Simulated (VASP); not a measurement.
HfO2, 12 atoms in the cell. The structure is monoclinic, space group P2_1/c (No. 14). The conventional cell has a = 5.014 Å, b = 5.080 Å, c = 5.176 Å, α = 90.00°, β = 99.35°, γ = 90.00°. Hf (site symmetry 1) has 7 O at 2.01 to 2.18 Å within 2.7 Å. O (site symmetry 1) has 4 Hf at 2.09 to 2.18 Å and 7 O at 2.50 to 2.90 Å within 2.9 Å. O (site symmetry 1) has 3 Hf at 2.01 to 2.15 Å and 8 O at 2.51 to 2.90 Å within 2.9 Å. 

```yaml
Program: VASP 6.6.1
Task: single point
Functional: PBE
Potentials_or_basis: VASP PAW PBE potentials, release 64 (Hf_pv, O)
Cutoff: 520 eV
k_mesh: 6 × 6 × 6
Occupations: fermi-dirac, width 0.02 eV
Spin: no spin polarisation
Dipole_correction: no
Further_INCAR_settings: ALGO = Normal; EDIFF = 1e-06; NBANDS = 56
```

Potentials or basis: VASP PAW PBE potentials, release 64 (Hf_pv, O).

Launch:

```sh
$ cat potpaw_PBE.64/Hf_pv/POTCAR potpaw_PBE.64/O/POTCAR > POTCAR
$ mpirun -np 1 vasp_std > vasp.out
```

Hardware: 1 thread of Intel(R) Xeon(R) Platinum 8259CL CPU @ 2.50GHz (Skylake/Cascade Lake), with other jobs on the host.

Problem. How long does it take, and how much memory?

Solution. Run time: 13 min on 1 thread of Intel(R) Xeon(R) Platinum 8259CL CPU @ 2.50GHz (Skylake/Cascade Lake), on a shared host, peak memory 0.52 GiB. Counts: scf iterations 16, k points 80.
